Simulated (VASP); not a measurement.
# IrO2 (P4_2/mnm) in VASP: electric field gradients with LDA

Aim: the electric field gradients of IrO2 with LDA.

Program: VASP 6.6.1. These are calculated values, not measurements. Logs are shortened: lines on timing, memory, paths and dates and some standing lists are left out, and cuts for length are marked.

### 1 The cell of the first run

The structure is tetragonal, space group P4_2/mnm (No. 136). Conventional cell: a = 4.499 Å, b = 4.499 Å, c = 3.146 Å, α = 90.00°, β = 90.00°, γ = 90.00°. Within 2.6 Å of Ir (site symmetry mmm) lie 6 O at 1.96 to 1.99 Å. Within 2.6 Å of O (site symmetry m2m) lie 3 Ir at 1.96 to 1.99 Å and 1 O at 2.44 Å.

### 2 Electric field gradients, LDA, collinear spin

Contents of INCAR:

```
  PREC = Accurate
  ENCUT = 520
  EDIFF = 1E-8
  ISMEAR = -1
  SIGMA = 0.05
  LREAL = False
  LASPH = True
  NELM = 200
  ALGO = Normal
  ISIF = 2
  LWAVE = False
  LCHARG = False
  ISPIN = 2
  MAGMOM = 1 1 0 0 0 0
  LORBIT = 11
  LMAXMIX = 4
  GGA = CA
  LEFG = True
  NBANDS = 34
  GGA_COMPAT = False
  KPAR = 4
```

Contents of KPOINTS:

```
regular mesh
0
Gamma
  10 10 15
```

Contents of POSCAR:

```
IrO2
1.0
    4.4990000000      0.0000000000      0.0000000000
    0.0000000000      4.4990000000      0.0000000000
    0.0000000000      0.0000000000      3.1460000000
Ir O
2 4
Direct
    0.0000000000      0.0000000000      0.0000000000
    0.5000000000      0.5000000000      0.5000000000
    0.3079224718      0.3079224718      0.0000000000
    0.1920775282      0.8079224718      0.5000000000
    0.6920775282      0.6920775282      0.0000000000
    0.8079224718      0.1920775282      0.5000000000
```

Potentials or basis: VASP PAW LDA potentials, release 64 (Ir, O).

Command:

```
> cat potpaw_LDA.64/Ir/POTCAR potpaw_LDA.64/O/POTCAR > POTCAR
> mpirun -np 4 vasp_std > vasp.out
```

OUTCAR:

```text
PREC = Accurate
   ENCUT = 520
   EDIFF = 1E-8
   ISMEAR = -1
   LREAL = False
   LASPH = True
   NELM = 200
   ISIF = 2
   ISPIN = 2
   LORBIT = 11
   GGA = CA

 ion  position               nearest neighbor table
   1  0.000  0.000  0.000-   3 1.96   5 1.96   4 1.99   6 1.99   4 1.99   6 1.99
   2  0.500  0.500  0.500-   4 1.96   6 1.96   5 1.99   3 1.99   3 1.99   5 1.99
   3  0.308  0.308  0.000-   1 1.96   2 1.99   2 1.99
   4  0.192  0.808  0.500-   2 1.96   1 1.99   1 1.99
   5  0.692  0.692  0.000-   1 1.96   2 1.99   2 1.99
   6  0.808  0.192  0.500-   2 1.96   1 1.99   1 1.99

  LATTYP: Found a simple tetragonal cell.
 ALAT       =     4.4990000000
 C/A-ratio  =     0.6992665037

  Lattice vectors:

 A1 = (   4.4990000000,   0.0000000000,   0.0000000000)
 A2 = (   0.0000000000,   4.4990000000,   0.0000000000)
 A3 = (   0.0000000000,   0.0000000000,   3.1460000000)

Analysis of symmetry for initial positions (statically):
=====================================================================
 Subroutine PRICEL returns:
 Original cell was already a primitive cell.

 Routine SETGRP: Setting up the symmetry group for a
 simple tetragonal supercell.

 Subroutine GETGRP returns: Found 16 space group operations
 (whereof  8 operations were pure point group operations)
 out of a pool of 16 trial point group operations.

The static configuration has the point symmetry D_2h.
 The point group associated with its full space group is D_4h.

Analysis of symmetry for dynamics (positions and initial velocities):
=====================================================================
 Subroutine PRICEL returns:
 Original cell was already a primitive cell.

 Routine SETGRP: Setting up the symmetry group for a
 simple tetragonal supercell.

 Subroutine GETGRP returns: Found 16 space group operations
 (whereof  8 operations were pure point group operations)
 out of a pool of 16 trial point group operations.

The dynamic configuration has the point symmetry D_2h.
[... 1924 lines left out ...]
  Total       -2.5030805     -2.5030805     -1.8628687      0.0000000      0.0000000      0.0000000
  in kB      -62.9788446    -62.9788446    -46.8707743      0.0000000      0.0000000      0.0000000
  external PRESSURE =     -57.6094879 kB  Pullay stress =       0.0000000 kB

 VOLUME and BASIS-vectors are now :
 -----------------------------------------------------------------------------
  energy-cutoff  :      520.00
  volume of cell :       63.68
      direct lattice vectors                 reciprocal lattice vectors
     4.499000000  0.000000000  0.000000000     0.222271616  0.000000000  0.000000000
     0.000000000  4.499000000  0.000000000     0.000000000  0.222271616  0.000000000
     0.000000000  0.000000000  3.146000000     0.000000000  0.000000000  0.317863954

 POSITION                                       TOTAL-FORCE (eV/Angst)
 -----------------------------------------------------------------------------------
      0.00000      0.00000      0.00000         0.000000      0.000000     -0.000000
      2.24950      2.24950      1.57300         0.000000      0.000000     -0.000000
      1.38534      1.38534      0.00000         0.058834      0.058834      0.000000
      0.86416      3.63484      1.57300        -0.058834      0.058834      0.000000
      3.11366      3.11366      0.00000        -0.058834     -0.058834     -0.000000
      3.63484      0.86416      1.57300         0.058834     -0.058834     -0.000000
 -----------------------------------------------------------------------------------
    total drift:                                0.000000      0.000000      0.000000

  FREE ENERGIE OF THE ION-ELECTRON SYSTEM (eV)
  ---------------------------------------------------
  free  energy   TOTEN  =       -48.7972256500 eV

  energy  without entropy=      -48.7733808830  energy(sigma->0) =      -48.78530327

 Electric field gradients (V/A^2)
---------------------------------------------------------------------
 ion       V_xx      V_yy      V_zz      V_xy      V_xz      V_yz
---------------------------------------------------------------------
   1      98.753    98.753  -197.506  -111.551     0.000    -0.000
   2      98.753    98.753  -197.506   111.551     0.000    -0.000
   3     -19.568   -19.568    39.137    75.810     0.000     0.000
   4     -19.568   -19.568    39.137   -75.810    -0.000    -0.000
   5     -19.568   -19.568    39.137    75.810    -0.000     0.000
   6     -19.568   -19.568    39.137   -75.810    -0.000    -0.000
---------------------------------------------------------------------

 Electric field gradients after diagonalization (V/A^2)
 (convention: |V_zz| > |V_xx| > |V_yy|)
----------------------------------------------------------------------
 ion       V_xx      V_yy      V_zz     asymmetry (V_yy - V_xx)/ V_zz
----------------------------------------------------------------------
   1    -197.506   -12.798   210.304       0.878
   2    -197.506   -12.798   210.304       0.878
   3      56.242    39.137   -95.379       0.179
   4      56.242    39.137   -95.379       0.179
   5      56.242    39.137   -95.379       0.179
   6      56.242    39.137   -95.379       0.179
----------------------------------------------------------------------

           NMR quadrupolar parameters

 Cq : quadrupolar parameter    Cq=e*Q*V_zz/h
 eta: asymmetry parameters     (V_yy - V_xx)/ V_zz
 Q  : nuclear electric quadrupole moment in mb (millibarn)
----------------------------------------------------------------------
 ion       Cq(MHz)       eta       Q (mb)
----------------------------------------------------------------------
   1       0.509       0.878       1.000
   2       0.509       0.878       1.000
   3      -0.231       0.179       1.000
   4      -0.231       0.179       1.000
   5      -0.231       0.179       1.000
   6      -0.231       0.179       1.000
----------------------------------------------------------------------

 total charge

# of ion       s       p       d       tot
------------------------------------------
    1        0.633   0.847   6.910   8.390
    2        0.633   0.847   6.910   8.390
    3        1.541   3.443   0.000   4.984
    4        1.541   3.443   0.000   4.984
    5        1.541   3.443   0.000   4.984
    6        1.541   3.443   0.000   4.984
--------------------------------------------------
tot          7.428  15.467  13.821  36.715

 magnetization (x)

# of ion       s       p       d       tot
------------------------------------------
    1        0.000   0.000   0.000   0.000
    2        0.000   0.000   0.000   0.000
    3       -0.000   0.000   0.000   0.000
    4       -0.000   0.000   0.000   0.000
    5       -0.000   0.000   0.000   0.000
    6       -0.000   0.000   0.000   0.000
--------------------------------------------------
tot          0.000   0.000   0.000   0.000
```

OSZICAR:

```text
N       E                     dE             d eps       ncg     rms          rms(c)
DAV:   1     0.409427602905E+03    0.40943E+03   -0.20403E+04 22888   0.123E+03
DAV:   2    -0.219087761927E+02   -0.43134E+03   -0.40039E+03 23368   0.354E+02
DAV:   3    -0.556993088094E+02   -0.33791E+02   -0.32709E+02 28132   0.116E+02
DAV:   4    -0.564641744437E+02   -0.76487E+00   -0.76188E+00 26432   0.183E+01
DAV:   5    -0.564788822873E+02   -0.14708E-01   -0.14698E-01 27012   0.245E+00    0.520E+01
DAV:   6    -0.496681191962E+02    0.68108E+01   -0.20952E+01 34362   0.471E+01    0.231E+01
DAV:   7    -0.489670308995E+02    0.70109E+00   -0.32601E+00 34490   0.226E+01    0.152E+01
DAV:   8    -0.488027426421E+02    0.16429E+00   -0.43266E-01 33132   0.640E+00    0.231E+00
DAV:   9    -0.487988171463E+02    0.39255E-02   -0.20649E-02 24866   0.914E-01    0.491E-01
DAV:  10    -0.487977215904E+02    0.10956E-02   -0.28722E-03 26922   0.430E-01    0.324E-01
DAV:  11    -0.487972362761E+02    0.48531E-03   -0.15569E-03 28326   0.323E-01    0.113E-01
DAV:  12    -0.487972258548E+02    0.10421E-04   -0.10881E-04 26642   0.695E-02    0.620E-02
DAV:  13    -0.487972275540E+02   -0.16992E-05   -0.40136E-06 26012   0.155E-02    0.387E-02
DAV:  14    -0.487972258404E+02    0.17136E-05   -0.21772E-06 25206   0.984E-03    0.950E-03
DAV:  15    -0.487972256791E+02    0.16130E-06   -0.40876E-07 26098   0.425E-03    0.240E-03
DAV:  16    -0.487972256498E+02    0.29230E-07   -0.75587E-08 26830   0.207E-03    0.597E-04
DAV:  17    -0.487972256500E+02   -0.17917E-09   -0.29223E-09 12548   0.456E-04
   1 F= -.48797226E+02 E0= -.48785303E+02  d E =-.238448E-01  mag=     0.0000
```

stdout:

```text
POSCAR found type information on POSCAR IrO
 POSCAR found :  2 types and       6 ions
 scaLAPACK will be used
 LDA part: xc-table for (Slater(with rela. corr.)+CA(PZ))
 , standard interpolation
 POSCAR, INCAR and KPOINTS ok, starting setup
 FFT: planning ... GRIDC
 FFT: planning ... GRID_SOFT
 FFT: planning ... GRID
 WAVECAR not read
 entering main loop
ion   1

ion   2

ion   3

ion   4

ion   5

ion   6
```

It took 1.9 min on 4 MPI ranks of Intel Xeon Platinum 8488C (Sapphire Rapids), shared host; peak memory 0.52 GiB.

Results:

```
Free energy                                           : -48.7972 eV
Pressure                                              : -5.8 GPa
Largest force                                         : 0.083 eV/Å
Band gap on the k mesh                                : zero (filled and empty bands overlap)
Net moment                                            : 0.00 μB per cell
Largest electric field gradient by atom               : Ir +210.3; O -95.4 V/Å²
Valence electrons inside the program's atomic spheres : Ir 8.39; O 4.98
```

Forces in eV/Å, atoms in the order of the input:
```
Ir   0.000  0.000  0.000
Ir   0.000  0.000  0.000
O    0.059  0.059  0.000
O   -0.059  0.059  0.000
O   -0.059 -0.059  0.000
O    0.059 -0.059  0.000
```

Levels at points of the mesh, in eV from the Fermi level:
Spin up:
| k point | band 19 | band 20 | band 21 | band 22 | band 23 | band 24 |
| --- | --- | --- | --- | --- | --- | --- |
| (0.00, 0.00, 0.00) | -2.42 | -2.30 | -2.28 | 0.72 | 1.27 | 4.10 |
| (0.50, 0.00, 0.00) | -1.31 | -1.31 | -0.31 | -0.31 | 3.49 | 3.49 |
| (0.50, 0.50, 0.00) | -2.44 | -2.44 | 0.22 | 0.22 | 2.50 | 2.50 |
Spin down:
```tsv
k point	band 19	band 20	band 21	band 22	band 23	band 24
(0.00, 0.00, 0.00)	-2.42	-2.30	-2.28	0.72	1.27	4.10
(0.50, 0.00, 0.00)	-1.31	-1.31	-0.31	-0.31	3.49	3.49
(0.50, 0.50, 0.00)	-2.44	-2.44	0.22	0.22	2.50	2.50
```

Electric field gradients, principal values (V/Å²):
```
atom    least    middle  greatest (by size)
1 Ir  -12.798  -197.506             210.304
2 Ir  -12.798  -197.506             210.304
 3 O   39.137    56.242             -95.379
 4 O   39.137    56.242             -95.379
 5 O   39.137    56.242             -95.379
 6 O   39.137    56.242             -95.379
```

Caveat: the cell stands under tension; without QUAD_EFG the Cq values of the log hold for a quadrupole moment of 1 mb, not for the nuclei; spin-orbit coupling is left out, which moves the levels of the heavy elements.
